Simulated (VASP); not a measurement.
# AlCo (Pm-3m) in VASP: relaxation of cell and atoms with LDA

Aim: the relaxation of cell and atoms of AlCo with LDA.

Program: VASP 6.6.1. These are calculated values, not measurements. Logs are shortened: lines on timing, memory, paths and dates and some standing lists are left out, and cuts for length are marked.

## (1) The cell of the first run

Symmetry: Pm-3m, No. 221, cubic system. The conventional cell has a = 2.820 Å, b = 2.820 Å, c = 2.820 Å, α = 90.00°, β = 90.00°, γ = 90.00°. Within 3.2 Å of Al (site symmetry m-3m) lie 8 Co at 2.44 Å and 6 Al at 2.82 Å. Within 3.2 Å of Co (site symmetry m-3m) lie 8 Al at 2.44 Å and 6 Co at 2.82 Å.

## (2) Relaxation of cell and atoms, LDA, collinear spin, ferromagnetic start

Contents of INCAR:

```
SYSTEM = AlCo
ALGO = Normal
EDIFF = 1E-6
EDIFFG = -0.03
ENCUT = 600
IBRION = 2
ISIF = 3
ISMEAR = -1
ISPIN = 2
LASPH = .TRUE.
LCHARG = .FALSE.
LMAXMIX = 4
LORBIT = 11
LREAL = .FALSE.
LWAVE = .FALSE.
MAGMOM = 0 2.5
NELM = 150
NSW = 60
PREC = Accurate
SIGMA = 0.1
```

Contents of KPOINTS:

```
k-points
0
G
  14 14 14
  0 0 0
```

Contents of POSCAR:

```
AlCo
1.0
    2.8200000000      0.0000000000      0.0000000000
    0.0000000000      2.8200000000      0.0000000000
    0.0000000000      0.0000000000      2.8200000000
Al Co
1 1
Direct
    0.0000000000      0.0000000000      0.0000000000
    0.5000000000      0.5000000000      0.5000000000
```

Potentials or basis: VASP PAW LDA potentials, release 64 (Al, Co).

Command:

```bash
> cat potpaw_LDA.64/Al/POTCAR potpaw_LDA.64/Co/POTCAR > POTCAR
> mpirun -np 1 vasp_std > vasp.out
```

OUTCAR:

```text
SYSTEM = AlCo
   EDIFF = 1E-6
   EDIFFG = -0.03
   ENCUT = 600
   IBRION = 2
   ISIF = 3
   ISMEAR = -1
   ISPIN = 2
   LASPH = .TRUE.
   LORBIT = 11
   LREAL = .FALSE.
   NELM = 150
   NSW = 60
   PREC = Accurate

 ion  position               nearest neighbor table
   1  0.000  0.000  0.000-   2 2.44   2 2.44   2 2.44   2 2.44   2 2.44   2 2.44   2 2.44   2 2.44

   2  0.500  0.500  0.500-   1 2.44   1 2.44   1 2.44   1 2.44   1 2.44   1 2.44   1 2.44   1 2.44

  LATTYP: Found a simple cubic cell.
 ALAT       =     2.8200000000

  Lattice vectors:

 A1 = (   2.8200000000,   0.0000000000,   0.0000000000)
 A2 = (   0.0000000000,   2.8200000000,   0.0000000000)
 A3 = (   0.0000000000,   0.0000000000,   2.8200000000)

Analysis of symmetry for initial positions (statically):
=====================================================================
 Subroutine PRICEL returns:
 Original cell was already a primitive cell.

 Routine SETGRP: Setting up the symmetry group for a
 simple cubic supercell.

 Subroutine GETGRP returns: Found 48 space group operations
 (whereof 48 operations were pure point group operations)
 out of a pool of 48 trial point group operations.

The static configuration has the point symmetry O_h .

Analysis of symmetry for dynamics (positions and initial velocities):
=====================================================================
 Subroutine PRICEL returns:
 Original cell was already a primitive cell.

 Routine SETGRP: Setting up the symmetry group for a
 simple cubic supercell.

 Subroutine GETGRP returns: Found 48 space group operations
 (whereof 48 operations were pure point group operations)
 out of a pool of 48 trial point group operations.

The dynamic configuration has the point symmetry O_h .

Analysis of structural, dynamic, and magnetic symmetry:
=====================================================================
 Subroutine PRICEL returns:
 Original cell was already a primitive cell.

 Routine SETGRP: Setting up the symmetry group for a
 simple cubic supercell.

 Subroutine GETGRP returns: Found 48 space group operations
 (whereof 48 operations were pure point group operations)
 out of a pool of 48 trial point group operations.

The overall configuration has the point symmetry O_h .

 Subroutine INISYM returns: Found 48 space group operations
 (whereof 48 operations are pure point group operations),
 and found     1 'primitive' translations

----------------------------------------------------------------------------------------

                                     Primitive cell

  volume of cell :      22.4258

  direct lattice vectors                    reciprocal lattice vectors
     2.820000000  0.000000000  0.000000000     0.354609929  0.000000000  0.000000000
     0.000000000  2.820000000  0.000000000     0.000000000  0.354609929  0.000000000
     0.000000000  0.000000000  2.820000000     0.000000000  0.000000000  0.354609929

  length of vectors
     2.820000000  2.820000000  2.820000000     0.354609929  0.354609929  0.354609929

  position of ions in fractional coordinates (direct lattice)
     0.000000000  0.000000000  0.000000000
     0.500000000  0.500000000  0.500000000

  ion indices of the primitive-cell ions
   primitive index   ion index
                 1           1
                 2           2

----------------------------------------------------------------------------------------

 KPOINTS: k-points

Automatic generation of k-mesh.
 Grid dimensions read from file:
 generate k-points for:   14   14   14

 Generating k-lattice:

  Cartesian coordinates                     Fractional coordinates (reciprocal lattice)
     0.025329281  0.000000000  0.000000000     0.071428571  0.000000000  0.000000000
     0.000000000  0.025329281  0.000000000     0.000000000  0.071428571  0.000000000
     0.000000000  0.000000000  0.025329281     0.000000000  0.000000000  0.071428571

  Length of vectors
     0.025329281  0.025329281  0.025329281

  Shift w.r.t. Gamma in fractional coordinates (k-lattice)
     0.000000000  0.000000000  0.000000000

 Subroutine IBZKPT returns following result:
 ===========================================

 Found    120 irreducible k-points:

 Following reciprocal coordinates:
            Coordinates               Weight
  0.000000  0.000000  0.000000      1.000000
  0.071429  0.000000  0.000000      6.000000
  0.142857  0.000000  0.000000      6.000000
  0.214286  0.000000  0.000000      6.000000
  0.285714  0.000000  0.000000      6.000000
  0.357143  0.000000  0.000000      6.000000
[... 16 lines left out ...]
  0.285714  0.214286  0.000000     24.000000
  0.357143  0.214286  0.000000     24.000000
 [... further k-points ...]
   k-points           NKPTS =    120   k-points in BZ     NKDIM =    120   number of bands    NBANDS=     11
   number of dos      NEDOS =    301   number of ions     NIONS =      2
   total plane-waves  NPLWV =  13824
   dimension x,y,z NGX =    24 NGY =   24 NGZ =   24
   dimension x,y,z NGXF=    48 NGYF=   48 NGZF=   48
   ions per type =               1   1
   NGX,Y,Z   is equivalent  to a cutoff of  14.15, 14.15, 14.15 a.u.
   NGXF,Y,Z  is equivalent  to a cutoff of  28.30, 28.30, 28.30 a.u.
 SYSTEM =  AlCo
   PREC   = accura    normal or accurate (medium, high low for compatibility)
   ISTART =      0    job   : 0-new  1-cont  2-samecut
   ICHARG =      2    charge: 1-file 2-atom 10-const
   ISPIN  =      2    spin polarized calculation?
   LNONCOLLINEAR =      F non collinear calculations
   LSORBIT =      F    spin-orbit coupling
   LASPH  =      T    aspherical Exc in radial PAW
   ENCUT  =  600.0 eV  44.10 Ry    6.64 a.u.   5.63  5.63  5.63*2*pi/ulx,y,z
   NELM   =    150;   NELMIN=  2; NELMDL= -5     # of ELM steps
   EDIFF  = 0.1E-05   stopping-criterion for ELM
   LREAL  =      F    real-space projection
   EDIFFG = -.3E-01   stopping-criterion for IOM
   NSW    =     60    number of steps for IOM
   IBRION =      2    ionic relax: 0-MD 1-quasi-New 2-CG
   NFREE  =      1    steps in history (QN), initial steepest desc. (CG)
   ISIF   =      3    stress and relaxation
   ISYM   =      2    0-nonsym 1-usesym 2-fastsym
   POTIM  = 0.5000    time-step for ionic-motion
   TEBEG  =    0.0;   TEEND  =   0.0 temperature during run
   PSTRESS=    0.0 pullay stress
   NELECT =      12.0000    total number of electrons
   NUPDOWN=      -1.0000    fix difference up-down
   EMIN   =  10.00;   EMAX   =-10.00  energy-range for DOS
   EFERMI =   0.00;   METHOD = LEGACY
   ISMEAR =    -1;   SIGMA  =   0.10  broadening in eV -4-tet -1-fermi 0-gaus
   EFERMI_NEDOS =   21; number of points for ismear=-14 and -15
   IALGO  =     38    algorithm
   IMIX   =      4    mixing-type and parameters
     AMIX     =   0.40;   BMIX     =  1.00
     AMIX_MAG =   1.60;   BMIX_MAG =  1.00
  volume/ion in A,a.u.               =      11.21        75.67
  Fermi-wavevector in a.u.,A,eV,Ry     =   1.329085  2.511607 24.034247  1.766467
  Thomas-Fermi vector in A             =   2.458274
   LORBIT       =     11    0 simple, 1 ext, 2 COOP (PROOUT), +10 PAW based schemes
   GGA     = CA    functional components
   LHFCALC =     F    Hartree Fock is set to
   AEXX    =    0.0000 exact exchange contribution
   IVDW    =     0    specifies the selected vdW correction
   LEPSILON=     F    determine dielectric tensor
   LRPA    =     F    only Hartree local field effects (RPA)
 conjugate gradient relaxation of ions
 spin polarized calculation
  energy-cutoff  :      600.00
  volume of cell :       22.43
 maximum number of plane-waves:       768
 NGX is ok and might be reduce to    24
   NGX = 11   NGY = 11   NGZ = 11

--------------------------------------- Ionic step        1  -------------------------------------------

 number of electron      11.9999996 magnetization      -0.0063136

 number of electron      11.9999996 magnetization       0.0001065

 Free energy of the ion-electron system (eV)
  ---------------------------------------------------
  ext. energy  EPLUGINS =         0.00000000
  ---------------------------------------------------
  free energy    TOTEN  =       -13.71361933 eV

  energy without entropy =      -13.68570349  energy(sigma->0) =      -13.69966141

------------------------ aborting loop because EDIFF is reached ----------------------------------------

  FORCE on cell =-STRESS in cart. coord.  units (eV):
  Direction    XX          YY          ZZ          XY          YZ          ZX
  --------------------------------------------------------------------------------------
  -------------------------------------------------------------------------------------
  Total       -0.7081216     -0.7081216     -0.7081216     -0.0000000      0.0000000     -0.0000000
  in kB      -50.5907449    -50.5907449    -50.5907449     -0.0000000      0.0000000     -0.0000000
  external PRESSURE =     -50.5907449 kB  Pullay stress =       0.0000000 kB

 VOLUME and BASIS-vectors are now :
 -----------------------------------------------------------------------------
  energy-cutoff  :      600.00
  volume of cell :       22.43
      direct lattice vectors                 reciprocal lattice vectors
     2.820000000  0.000000000  0.000000000     0.354609929  0.000000000  0.000000000
     0.000000000  2.820000000  0.000000000     0.000000000  0.354609929  0.000000000
     0.000000000  0.000000000  2.820000000     0.000000000  0.000000000  0.354609929
[... 46 lines left out ...]
  FREE ENERGIE OF THE ION-ELECTRON SYSTEM (eV)
  ---------------------------------------------------
  free  energy   TOTEN  =       -13.7133587756 eV

  energy  without entropy=      -13.6882925848  energy(sigma->0) =      -13.70082568

--------------------------------------- Ionic step        3  -------------------------------------------

 number of electron      12.0000000 magnetization      -0.0000008

 number of electron      12.0000000 magnetization       0.0000025

 Free energy of the ion-electron system (eV)
  ---------------------------------------------------
  ext. energy  EPLUGINS =         0.00000000
  ---------------------------------------------------
  free energy    TOTEN  =       -13.72291195 eV

  energy without entropy =      -13.69646421  energy(sigma->0) =      -13.70968808

 E-fermi :  11.0375     XC(G=0): -12.7962

 val. band max:       10.9958460262   @ k =   0.5000   0.4286   0.1429
 cond. band min:      11.0431454395   @ k =   0.4286   0.4286   0.0714
 fundamental gap:      0.0472994134
 Fermi energy:        11.0375069289

 spin component 1

 k-point     1 :       0.0000    0.0000    0.0000
  band No.  band energies     occupation
      1      -0.3131      1.00000
      2       7.8349      1.00000
      3       7.8349      1.00000
      4      10.2120      0.99974
      5      10.2120      0.99974
      6      10.2120      0.99974
      7      17.3279      0.00000
      8      17.3279      0.00000
      9      17.3279      0.00000
     10      20.1521      0.00000
     11      20.1521      0.00000

 k-point     2 :       0.0714    0.0000    0.0000
  band No.  band energies     occupation
      1      -0.2123      1.00000
      2       7.8289      1.00000
      3       7.8636      1.00000
      4      10.1552      0.99985
      5      10.1552      0.99985
      6      10.2181      0.99972
      7      16.3843      0.00000
      8      17.4689      0.00000
      9      17.4689      0.00000
     10      20.1329      0.00000
     11      21.0301      0.00000
[... 295 lines left out ...]
 k-point    24 :       0.3571    0.2143    0.0000
  band No.  band energies     occupation
      1       2.8949      1.00000
      2       6.8352      1.00000
      3       8.3548      1.00000
      4       9.1045      1.00000
      5       9.4928      1.00000
      6       9.9469      0.99998
      7      11.8104      0.00044
      8      15.8387      0.00000
      9      19.7944      0.00000
     10      21.3210      0.00000
     11      23.7413      0.00000

 [... further k-points ...]

 spin component 2

 k-point     1 :       0.0000    0.0000    0.0000
  band No.  band energies     occupation
      1      -0.3131      1.00000
      2       7.8349      1.00000
      3       7.8349      1.00000
      4      10.2120      0.99974
      5      10.2120      0.99974
      6      10.2120      0.99974
      7      17.3279      0.00000
      8      17.3279      0.00000
      9      17.3279      0.00000
     10      20.1521      0.00000
     11      20.1521      0.00000

 k-point     2 :       0.0714    0.0000    0.0000
  band No.  band energies     occupation
      1      -0.2123      1.00000
      2       7.8289      1.00000
      3       7.8636      1.00000
      4      10.1552      0.99985
      5      10.1552      0.99985
      6      10.2181      0.99972
      7      16.3843      0.00000
      8      17.4689      0.00000
      9      17.4689      0.00000
     10      20.1329      0.00000
     11      21.0301      0.00000
[... 330 lines left out ...]
 POSITION                                       TOTAL-FORCE (eV/Angst)
 -----------------------------------------------------------------------------------
      0.00000      0.00000      0.00000         0.000000      0.000000      0.000000
      1.39787      1.39787      1.39787        -0.000000     -0.000000      0.000000
 -----------------------------------------------------------------------------------
    total drift:                                0.000000     -0.000000     -0.000000

  FREE ENERGIE OF THE ION-ELECTRON SYSTEM (eV)
  ---------------------------------------------------
  free  energy   TOTEN  =       -13.7229119454 eV

  energy  without entropy=      -13.6964642066  energy(sigma->0) =      -13.70968808

 reached required accuracy - stopping structural energy minimisation

 total charge

# of ion       s       p       d       tot
------------------------------------------
    1        0.407   0.460   0.000   0.867
    2        0.460   0.551   7.577   8.588
--------------------------------------------------
tot          0.867   1.012   7.577   9.456

 magnetization (x)

# of ion       s       p       d       tot
------------------------------------------
    1        0.000   0.000   0.000   0.000
    2        0.000  -0.000  -0.000  -0.000
--------------------------------------------------
tot          0.000  -0.000  -0.000  -0.000
```

It took 2.1 min on 1 thread of Intel Xeon 8259CL, shared host; peak memory 0.19 GiB.

Results:

* Free energy: -13.7229 eV
* Relaxed volume: 10.93 Å³/atom
* Relaxed cell: a = 2.796 Å, b = 2.796 Å, c = 2.796 Å, α = 90.00°, β = 90.00°, γ = 90.00°
* Space group after relaxing (to 0.1 Å): Pm-3m (No. 221)
* Energy gained by relaxing: 4.6 meV/atom
* Ionic steps: 3
* Pressure after relaxing: -0.1 GPa
* Band gap on the k mesh: zero (filled and empty bands overlap)
* Net moment: 0.00 μB per cell
* Valence electrons inside the program's atomic spheres: Al 0.87; Co 8.59

Step by step:
```tsv
step	energy change (eV)	largest force (eV/Å)	pressure (GPa)	volume (Å³)
1	0.0000	0.0000	-5.06	22.43
2	0.0003	0.0000	5.72	21.30
3	-0.0093	0.0000	-0.09	21.85
```

Final structure:
```xyz
2
Lattice="2.7957 0.0000 0.0000 0.0000 2.7957 0.0000 0.0000 0.0000 2.7957" Properties=species:S:1:pos:R:3 pbc="T T T"
Al    0.0000    0.0000    0.0000
Co    1.3979    1.3979    1.3979
```

Levels at points of the mesh, in eV from the Fermi level:
Spin up:
```csv
k point,band 2,band 3,band 4,band 5,band 6,band 7,band 8,band 9,band 10,band 11
"(0.00, 0.00, 0.00)",-3.20,-3.20,-0.83,-0.83,-0.83,6.29,6.29,6.29,9.11,9.11
"(0.50, 0.00, 0.00)",-6.83,-2.57,-1.77,-1.77,-0.70,0.23,8.61,10.96,10.96,12.28
"(0.50, 0.50, 0.00)",-3.26,-2.68,-2.68,-1.56,-1.56,-0.24,2.64,3.90,13.34,16.44
"(0.50, 0.50, 0.50)",-4.13,-4.13,-0.20,-0.20,2.48,2.48,2.48,4.62,5.77,5.77
```
Spin down:
```csv
k point,band 3,band 4,band 5,band 6,band 7,band 8,band 9,band 10
"(0.00, 0.00, 0.00)",-3.20,-0.83,-0.83,-0.83,6.29,6.29,6.29,9.11
"(0.50, 0.00, 0.00)",-2.57,-1.77,-1.77,-0.70,0.23,8.61,10.96,10.96
"(0.50, 0.50, 0.00)",-2.68,-2.68,-1.56,-1.56,-0.24,2.64,3.90,13.34
"(0.50, 0.50, 0.50)",-4.13,-0.20,-0.20,2.48,2.48,2.48,4.62,5.77
```
